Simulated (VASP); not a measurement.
# SrO (P6_3mc) in VASP: single point with PBEsol

Aim: the single point of SrO with PBEsol.

Everything below comes from runs of VASP 6.6.1. Logs are shortened: lines on timing, memory, paths and dates and some standing lists are left out, and cuts for length are marked.

## 1. The cell of the first run

The structure is hexagonal, space group P6_3mc (No. 186). The conventional cell has a = 4.170 Å, b = 4.170 Å, c = 10.496 Å, α = 90.00°, β = 90.00°, γ = 120.00°. Sr (site symmetry 3m) has 4 O at 2.38 to 2.41 Å within 3.1 Å. Within 3.2 Å of Sr (site symmetry 3m) lie 5 O at 2.42 to 2.67 Å. O (site symmetry 3m) has 4 Sr at 2.38 to 2.42 Å within 3.1 Å. O (site symmetry 3m) has 5 Sr at 2.41 to 2.67 Å within 3.2 Å.

## 2. Single point, PBEsol

INCAR reads:

```
PREC = Accurate ; ENCUT = 520
EDIFF = 1E-6 ; ISMEAR = 0
SIGMA = 0.02 ; LREAL = False
LASPH = True ; NELM = 60
ALGO = Normal ; ISIF = 2
LWAVE = False ; LCHARG = True
GGA = PS ; LELF = True
LVHAR = True ; NBANDS = 42
```

KPOINTS reads:

```
Automatic mesh
0
Gamma
  9 9 2
```

POSCAR reads:

```
SrO
1.0
    4.1696450728      0.0000000000      0.0000000000
   -2.0848225364      3.6110185578      0.0000000000
    0.0000000000      0.0000000000     10.4955227316
Sr O
4 4
Direct
    0.0000000000      0.0000000000     -0.0223976123
    0.3333333333      0.6666666667      0.2236743883
    0.6666666667      0.3333333333      0.4776023877
    0.3333333333      0.6666666667      0.7236743883
    0.0000000000      0.0000000000      0.2044427112
    0.3333333333      0.6666666667      0.4692805128
    0.6666666667      0.3333333333      0.7044427112
    0.3333333333      0.6666666667      0.9692805128
```

Potentials or basis: VASP PAW PBE potentials, release 64 (Sr_sv, O).

Started as:

```console
> cat potpaw_PBE.64/Sr_sv/POTCAR potpaw_PBE.64/O/POTCAR > POTCAR
> mpirun -np 1 vasp_std > vasp.out
```

OUTCAR:

```text
PREC = Accurate
   ENCUT = 520
   EDIFF = 1E-6
   ISMEAR = 0
   LREAL = False
   LASPH = True
   NELM = 60
   ISIF = 2
   GGA = PS

 ion  position               nearest neighbor table
   1  0.000  0.000  0.978-   5 2.38   8 2.41   8 2.41   8 2.41   2 3.53   2 3.53   2 3.53   4 3.59
                             4 3.59   4 3.59
   2  0.333  0.667  0.224-   5 2.42   5 2.42   5 2.42   6 2.58   8 2.67   1 3.53   1 3.53   1 3.53
                             3 3.59   3 3.59   3 3.59
   3  0.667  0.333  0.478-   7 2.38   6 2.41   6 2.41   6 2.41   4 3.53   4 3.53   4 3.53   2 3.59
                             2 3.59   2 3.59
   4  0.333  0.667  0.724-   7 2.42   7 2.42   7 2.42   8 2.58   6 2.67   3 3.53   3 3.53   3 3.53
                             1 3.59   1 3.59   1 3.59
   5  0.000  0.000  0.204-   1 2.38   2 2.42   2 2.42   2 2.42
   6  0.333  0.667  0.469-   3 2.41   3 2.41   3 2.41   2 2.58   4 2.67
   7  0.667  0.333  0.704-   3 2.38   4 2.42   4 2.42   4 2.42
   8  0.333  0.667  0.969-   1 2.41   1 2.41   1 2.41   4 2.58   2 2.67

  LATTYP: Found a hexagonal cell.
 ALAT       =     4.1696450728
 C/A-ratio  =     2.5171261698

  Lattice vectors:

 A1 = (   4.1696450728,   0.0000000000,   0.0000000000)
 A2 = (  -2.0848225364,   3.6110185578,   0.0000000000)
 A3 = (   0.0000000000,   0.0000000000,  10.4955227316)

Analysis of symmetry for initial positions (statically):
=====================================================================
 Subroutine PRICEL returns:
 Original cell was already a primitive cell.

 Routine SETGRP: Setting up the symmetry group for a
 hexagonal supercell.

 Subroutine GETGRP returns: Found 12 space group operations
 (whereof  6 operations were pure point group operations)
 out of a pool of 24 trial point group operations.

The static configuration has the point symmetry C_3v.
 The point group associated with its full space group is C_6v.

Analysis of symmetry for dynamics (positions and initial velocities):
=====================================================================
 Subroutine PRICEL returns:
 Original cell was already a primitive cell.

 Routine SETGRP: Setting up the symmetry group for a
 hexagonal supercell.

 Subroutine GETGRP returns: Found 12 space group operations
 (whereof  6 operations were pure point group operations)
 out of a pool of 24 trial point group operations.

The dynamic configuration has the point symmetry C_3v.
 The point group associated with its full space group is C_6v.

 Subroutine INISYM returns: Found 12 space group operations
 (whereof  6 operations are pure point group operations),
 and found     1 'primitive' translations

----------------------------------------------------------------------------------------

                                     Primitive cell

  volume of cell :     158.0276

  direct lattice vectors                    reciprocal lattice vectors
     4.169645073  0.000000000  0.000000000     0.239828566  0.138465087  0.000000000
    -2.084822536  3.611018558  0.000000000     0.000000000  0.276930175  0.000000000
     0.000000000  0.000000000 10.495522732     0.000000000  0.000000000  0.095278723

  length of vectors
     4.169645073  4.169645073 10.495522732     0.276930175  0.276930175  0.095278723

  position of ions in fractional coordinates (direct lattice)
     0.000000000  0.000000000  0.977602388
     0.333333333  0.666666667  0.223674388
     0.666666667  0.333333333  0.477602388
     0.333333333  0.666666667  0.723674388
     0.000000000  0.000000000  0.204442711
     0.333333333  0.666666667  0.469280513
     0.666666667  0.333333333  0.704442711
     0.333333333  0.666666667  0.969280513

  ion indices of the primitive-cell ions
   primitive index   ion index
                 1           1
                 2           2
                 3           3
                 4           4
                 5           5
                 6           6
                 7           7
                 8           8

----------------------------------------------------------------------------------------

 KPOINTS: Automatic mesh

Automatic generation of k-mesh.
 Grid dimensions read from file:
 generate k-points for:    9    9    2

 Generating k-lattice:

  Cartesian coordinates                     Fractional coordinates (reciprocal lattice)
     0.026647618  0.015385010  0.000000000     0.111111111 -0.000000000  0.000000000
     0.000000000  0.030770019  0.000000000     0.000000000  0.111111111  0.000000000
     0.000000000  0.000000000  0.047639361     0.000000000  0.000000000  0.500000000

  Length of vectors
     0.030770019  0.030770019  0.047639361

  Shift w.r.t. Gamma in fractional coordinates (k-lattice)
     0.000000000  0.000000000  0.000000000

 Subroutine IBZKPT returns following result:
 ===========================================

 Found     24 irreducible k-points:

 Following reciprocal coordinates:
            Coordinates               Weight
  0.000000  0.000000  0.000000      1.000000
  0.111111 -0.000000  0.000000      6.000000
  0.222222 -0.000000  0.000000      6.000000
  0.333333 -0.000000  0.000000      6.000000
  0.444444 -0.000000  0.000000      6.000000
  0.111111  0.111111  0.000000      6.000000
[... 16 lines left out ...]
  0.333333  0.222222  0.500000     12.000000
  0.333333  0.333333  0.500000      2.000000
   k-points           NKPTS =     24   k-points in BZ     NKDIM =     24   number of bands    NBANDS=     42
   number of dos      NEDOS =    301   number of ions     NIONS =      8
   total plane-waves  NPLWV =  81920
   dimension x,y,z NGX =    32 NGY =   32 NGZ =   80
   dimension x,y,z NGXF=    64 NGYF=   64 NGZF=  160
   ions per type =               4   4
   NGX,Y,Z   is equivalent  to a cutoff of  12.76, 12.76, 12.67 a.u.
   NGXF,Y,Z  is equivalent  to a cutoff of  25.52, 25.52, 25.34 a.u.
 SYSTEM =  unknown system
   PREC   = accura    normal or accurate (medium, high low for compatibility)
   ISTART =      0    job   : 0-new  1-cont  2-samecut
   ICHARG =      2    charge: 1-file 2-atom 10-const
   ISPIN  =      1    spin polarized calculation?
   LNONCOLLINEAR =      F non collinear calculations
   LSORBIT =      F    spin-orbit coupling
   LASPH  =      T    aspherical Exc in radial PAW
   ENCUT  =  520.0 eV  38.22 Ry    6.18 a.u.   7.75  7.75 19.51*2*pi/ulx,y,z
   NELM   =     60;   NELMIN=  2; NELMDL= -5     # of ELM steps
   EDIFF  = 0.1E-05   stopping-criterion for ELM
   LREAL  =      F    real-space projection
   EDIFFG = 0.1E-04   stopping-criterion for IOM
   NSW    =      0    number of steps for IOM
   IBRION =     -1    ionic relax: 0-MD 1-quasi-New 2-CG
   NFREE  =      0    steps in history (QN), initial steepest desc. (CG)
   ISIF   =      2    stress and relaxation
   ISYM   =      2    0-nonsym 1-usesym 2-fastsym
   POTIM  = 0.5000    time-step for ionic-motion
   TEBEG  =    0.0;   TEEND  =   0.0 temperature during run
   PSTRESS=    0.0 pullay stress
   NELECT =      64.0000    total number of electrons
   NUPDOWN=      -1.0000    fix difference up-down
   EMIN   =  10.00;   EMAX   =-10.00  energy-range for DOS
   EFERMI =   0.00;   METHOD = LEGACY
   ISMEAR =     0;   SIGMA  =   0.02  broadening in eV -4-tet -1-fermi 0-gaus
   EFERMI_NEDOS =   21; number of points for ismear=-14 and -15
   IALGO  =     38    algorithm
   IMIX   =      4    mixing-type and parameters
     AMIX     =   0.40;   BMIX     =  1.00
     AMIX_MAG =   1.60;   BMIX_MAG =  1.00
  volume/ion in A,a.u.               =      19.75       133.30
  Fermi-wavevector in a.u.,A,eV,Ry     =   1.211222  2.288878 19.960556  1.467059
  Thomas-Fermi vector in A             =   2.346745
   LORBIT       =      0    0 simple, 1 ext, 2 COOP (PROOUT), +10 PAW based schemes
   GGA     = PS    functional components
   LHFCALC =     F    Hartree Fock is set to
   AEXX    =    0.0000 exact exchange contribution
   IVDW    =     0    specifies the selected vdW correction
   LEPSILON=     F    determine dielectric tensor
   LRPA    =     F    only Hartree local field effects (RPA)
 non-spin polarized calculation
 Gauss-broadening in eV      SIGMA  =   0.02
  energy-cutoff  :      520.00
  volume of cell :      158.03
 maximum number of plane-waves:      4290
 NGX is ok and might be reduce to    32
   NGX = 15   NGY = 15   NGZ = 39

 number of electron      64.0000004 magnetization

 Free energy of the ion-electron system (eV)
  ---------------------------------------------------
  ext. energy  EPLUGINS =         0.00000000
  ---------------------------------------------------
  free energy    TOTEN  =       -49.11321238 eV

  energy without entropy =      -49.11321238  energy(sigma->0) =      -49.11321238

 E-fermi :   0.9341     XC(G=0):  -9.3562

 val. band max:        0.7712502835   @ k =   0.3333   0.3333   0.0000
 cond. band min:       3.2815971527   @ k =   0.0000   0.0000   0.0000
 fundamental gap:      2.5103468692
 Fermi energy:         0.9341198935

 k-point     1 :       0.0000    0.0000    0.0000
  band No.  band energies     occupation
      1     -31.5373      2.00000
      2     -31.4717      2.00000
      3     -31.4221      2.00000
      4     -31.3559      2.00000
      5     -14.9834      2.00000
      6     -14.9579      2.00000
[... 34 lines left out ...]
     41       8.5060      0.00000
     42       8.6839      0.00000

 k-point     2 :       0.1111   -0.0000    0.0000
  band No.  band energies     occupation
      1     -31.5299      2.00000
      2     -31.4684      2.00000
      3     -31.4192      2.00000
      4     -31.3575      2.00000
      5     -15.1010      2.00000
      6     -15.0424      2.00000
[... 34 lines left out ...]
     41       8.3078      0.00000
     42       8.4715      0.00000

 k-point     3 :       0.2222   -0.0000    0.0000
  band No.  band energies     occupation
      1     -31.5096      2.00000
      2     -31.4600      2.00000
      3     -31.4120      2.00000
      4     -31.3627      2.00000
      5     -15.3523      2.00000
      6     -15.2745      2.00000
[... 34 lines left out ...]
     41       8.2554      0.00000
     42       8.3415      0.00000

 k-point     4 :       0.3333   -0.0000    0.0000
  band No.  band energies     occupation
      1     -31.4829      2.00000
      2     -31.4504      2.00000
      3     -31.4038      2.00000
      4     -31.3722      2.00000
      5     -15.5891      2.00000
      6     -15.5449      2.00000
[... 844 lines left out ...]
     41       8.6086      0.00000
     42       8.6092      0.00000

 k-point    23 :       0.3333    0.2222    0.5000
  band No.  band energies     occupation
      1     -31.4455      2.00000
      2     -31.4455      2.00000
      3     -31.3927      2.00000
      4     -31.3927      2.00000
      5     -15.7085      2.00000
      6     -15.7085      2.00000
[... 34 lines left out ...]
     41       8.5922      0.00000
     42       8.5922      0.00000

 k-point    24 :       0.3333    0.3333    0.5000
  band No.  band energies     occupation
      1     -31.4398      2.00000
      2     -31.4398      2.00000
      3     -31.3954      2.00000
      4     -31.3954      2.00000
      5     -15.7339      2.00000
      6     -15.7339      2.00000
[... 34 lines left out ...]
     41       8.3454      0.00000
     42       8.3454      0.00000

------------------------ aborting loop because EDIFF is reached ----------------------------------------

  FORCE on cell =-STRESS in cart. coord.  units (eV):
  Direction    XX          YY          ZZ          XY          YZ          ZX
  --------------------------------------------------------------------------------------
  -------------------------------------------------------------------------------------
  Total        0.6485490      0.6485490      0.5025136      0.0000000      0.0000000      0.0000000
  in kB        6.5753750      6.5753750      5.0947812      0.0000000      0.0000000      0.0000000
  external PRESSURE =       6.0818437 kB  Pullay stress =       0.0000000 kB

 VOLUME and BASIS-vectors are now :
 -----------------------------------------------------------------------------
  energy-cutoff  :      520.00
  volume of cell :      158.03
      direct lattice vectors                 reciprocal lattice vectors
     4.169645073  0.000000000  0.000000000     0.239828566  0.138465087  0.000000000
    -2.084822536  3.611018558  0.000000000     0.000000000  0.276930175  0.000000000
     0.000000000  0.000000000 10.495522732     0.000000000  0.000000000  0.095278723

 POSITION                                       TOTAL-FORCE (eV/Angst)
 -----------------------------------------------------------------------------------
      0.00000      0.00000     10.26045         0.000000      0.000000     -0.046721
     -0.00000      2.40735      2.34758         0.000000     -0.000000      0.008675
      2.08482      1.20367      5.01269        -0.000000      0.000000     -0.046721
     -0.00000      2.40735      7.59534        -0.000000      0.000000      0.008675
      0.00000      0.00000      2.14573         0.000000     -0.000000      0.037142
     -0.00000      2.40735      4.92534        -0.000000      0.000000      0.000904
      2.08482      1.20367      7.39349        -0.000000      0.000000      0.037142
     -0.00000      2.40735     10.17311        -0.000000      0.000000      0.000904
 -----------------------------------------------------------------------------------
    total drift:                                0.000001     -0.000001     -0.000866

  FREE ENERGIE OF THE ION-ELECTRON SYSTEM (eV)
  ---------------------------------------------------
  free  energy   TOTEN  =       -49.1132123759 eV

  energy  without entropy=      -49.1132123759  energy(sigma->0) =      -49.11321238
```

It took 1.9 min on 1 thread of Intel Xeon 6975P-C (Granite Rapids), shared host; peak memory 0.33 GiB.

Results:

| Item | Value |
| --- | --- |
| Free energy | -49.1132 eV |
| Pressure | 0.6 GPa |
| Largest force | 0.047 eV/Å |
| Band gap on the k mesh | 2.51 eV (least direct gap 2.66 eV) |

Forces on the atoms (eV/Å):
```
Sr   0.000  0.000 -0.047
Sr   0.000  0.000  0.009
Sr   0.000  0.000 -0.047
Sr   0.000  0.000  0.009
O    0.000  0.000  0.037
O    0.000  0.000  0.001
O    0.000  0.000  0.037
O    0.000  0.000  0.001
```

Levels at points of the mesh, in eV from the valence-band top:
```
           k point  band 29  band 30  band 31  band 32  band 33  band 34  band 35  band 36
(0.00, 0.00, 0.00)    -0.99    -0.96    -0.62    -0.15     2.51     3.94     4.87     6.05
(0.00, 0.00, 0.50)    -0.87    -0.87    -0.71    -0.71     3.24     3.24     5.32     5.32
```

Caveat: the PAW data sets were made with another functional, which shifts forces and pressure a little. A k mesh can miss the band edges.
